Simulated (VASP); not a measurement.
C: single point with PBE+D3(BJ)

C:

```xyz
2
Lattice="1.2017 0.6938 3.2774 -1.2017 0.6938 3.2774 0.0000 -1.3876 3.2774" Properties=species:S:1:pos:R:3 pbc="T T T"
C     0.0000    0.0000    1.7306
C     0.0000    0.0000    8.1015
```

```
Program                : VASP 6.6.1
Task                   : single point
Functional             : PBE
Dispersion             : D3(BJ)
Potentials or basis    : VASP PAW PBE potentials, release 64 (C)
Cutoff                 : 520 eV
k mesh                 : 15 × 15 × 15
Occupations            : gaussian, width 0.05 eV
Spin                   : no spin polarisation
Dipole correction      : no
Further INCAR settings : ALGO = Normal; EDIFF = 1e-06; NBANDS = 11
```

```
Pressure                   : 23.6 GPa
Largest force              : 3.037 eV/Å
Band gap on the k mesh     : 0.44 eV, direct
Dispersion energy per atom : -0.159 eV
```

Forces in eV/Å, atoms in the order of the input:
```
C    0.000  0.000 -3.037
C    0.000  0.000  3.037
```

Stress tensor (GPa, compression positive):
```
37.60  0.00  0.00
 0.00 37.60  0.00
 0.00  0.00 -4.43
```

Levels at points of the mesh, in eV from the valence-band top:
| k point | band 1 | band 2 | band 3 | band 4 | band 5 | band 6 | band 7 | band 8 |
| --- | --- | --- | --- | --- | --- | --- | --- | --- |
| (0.00, 0.00, 0.00) | -19.90 | -6.51 | -2.34 | -2.34 | 3.71 | 9.22 | 9.22 | 13.19 |

It took 66 s on 1 thread of Intel(R) Xeon(R) Platinum 8488C (Sapphire Rapids), on a shared host, peak memory 0.2 GiB.

Caveat: forces of over 1 eV/Å act on the atoms, so gaps and moduli don't describe the material at rest. A k mesh can miss the band edges.
